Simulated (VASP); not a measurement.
Crystal: WC.

```
CELL_PARAMETERS angstrom
1.64035 -2.11804 0.00000
1.64035 2.11804 0.00000
0.00000 0.00000 4.30942
ATOMIC_POSITIONS crystal
W 0.50000 0.50000 0.50000
C 0.00000 0.00000 0.00000
```

* Program: VASP 6.6.1
* Task: relaxation of cell and atoms
* Functional: PBE
* Potentials or basis: VASP PAW PBE potentials, release 64 (W_sv, C)
* Cutoff: 600 eV
* k mesh: 10 × 10 × 6
* Occupations: fermi-dirac, width 0.05 eV
* Spin: no spin polarisation

At the start: pressure -32.0 GPa; volume 14.97 Å³/atom.

How do energy, volume and symmetry change on relaxing?

Over 20 steps the energy falls by 1976.8 meV/atom and the volume is 11.79 Å³/atom (-21.3 %); space group Cmmm (No. 65, to 0.05 Å).

The path:
```tsv
step	energy change (eV)	largest force (eV/Å)	pressure (GPa)	volume (Å³)
1	0.0000	0.0000	-32.00	29.94
2	-2.2204	0.0000	89.84	18.35
3	-2.5285	0.0000	32.09	20.42
4	-2.8951	0.0000	95.08	18.77
5	-3.2282	0.0000	58.79	19.48
6	-3.8351	0.0000	-14.25	23.85
7	-3.8760	0.0000	-3.12	22.80
8	-3.8760	0.0000	-3.95	22.87
9	-3.9213	0.0000	0.15	22.91
10	-3.9292	0.0000	8.03	22.93
11	-3.9360	0.0000	4.91	22.93
12	-3.9515	0.0000	0.02	23.54
13	-3.9521	0.0000	-0.96	23.68
14	-3.9533	0.0000	0.47	23.59
15	-3.9533	0.0000	0.54	23.59
16	-3.9535	0.0000	-0.36	23.64
17	-3.9535	0.0000	-0.11	23.62
18	-3.9535	0.0000	-0.08	23.61
19	-3.9536	0.0000	0.12	23.58
20	-3.9536	0.0000	-0.01	23.58
```

Final structure:
```
W C
1.0
     1.47443   -2.64872    0.00000
     1.47443    2.64872    0.00000
     0.00000    0.00000    3.01872
W C
1 1
Cartesian
  1.4744 0.0000 1.5094
  0.0000 0.0000 0.0000
```

Caveat: the volume moved by over 15 % at a fixed basis, so the end points are rough.
